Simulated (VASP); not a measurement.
Set up this calculation in VASP 6.6.1, as the native input.

| Property | Result |
| --- | --- |
| Task | relaxation of cell and atoms |
| Functional | LDA |
| Potentials or basis | VASP PAW LDA potentials, release 64 (Bi_d, Te) |
| Cutoff | 600 eV |
| k mesh | 7 × 7 × 7 |
| Occupations | fermi-dirac, width 0.05 eV |
| Spin | no spin polarisation |
| Dipole correction | no |
| Further INCAR settings | ALGO = Normal; EDIFF = 1e-06; IBRION = 2; EDIFFG = -0.01; NSW = 60; ISIF = 3 |

The structure of Bi2Te3 lies in POSCAR:

```
Bi2Te3
1.0
    2.1930000000      1.2661291403     10.1656666667
   -2.1930000000      1.2661291403     10.1656666667
    0.0000000000     -2.5322582807     10.1656666667
Bi Te
2 3
Direct
    0.6000000000      0.6000000000      0.6000000000
    0.4000000000      0.4000000000      0.4000000000
    0.7905000000      0.7905000000      0.7905000000
    0.2095000000      0.2095000000      0.2095000000
    0.0000000000      0.0000000000      0.0000000000
```

These files were run (other wordings do the same):

INCAR

```
  PREC = Accurate
  ENCUT = 600
  EDIFF = 1E-6
  ISMEAR = -1
  SIGMA = 0.05
  LREAL = False
  LASPH = True
  NELM = 80
  ALGO = Normal
  ISIF = 3
  LWAVE = False
  LCHARG = False
  GGA = CA
  IBRION = 2
  NSW = 60
  EDIFFG = -0.01
```

KPOINTS

```
regular mesh
0
Gamma
  7 7 7
```

Potentials or basis: VASP PAW LDA potentials, release 64 (Bi_d, Te).

Run with:

```sh
$ cat potpaw_LDA.64/Bi_d/POTCAR potpaw_LDA.64/Te/POTCAR > POTCAR
$ mpirun -np 1 vasp_std > vasp.out
```

It gave:

```yaml
Relaxed_volume: 32.74 Å³/atom
Relaxed_cell: a = 10.270 Å, b = 10.270 Å, c = 10.270 Å, α = 24.50°, β = 24.50°, γ = 24.50°
Space_group_after_relaxing_to_0.1_Å: R-3m (No. 166)
Energy_gained_by_relaxing: 5.9 meV/atom
Ionic_steps: 15
Pressure_after_relaxing: 0.0 GPa
Band_gap_on_the_k_mesh: 0.14 eV
```

Caveat: spin-orbit coupling is left out, which moves the levels of the heavy elements.

Wall time 100 min on 1 thread of Intel(R) Xeon(R) 6975P-C (Granite Rapids), on a shared host, peak memory 0.96 GiB.
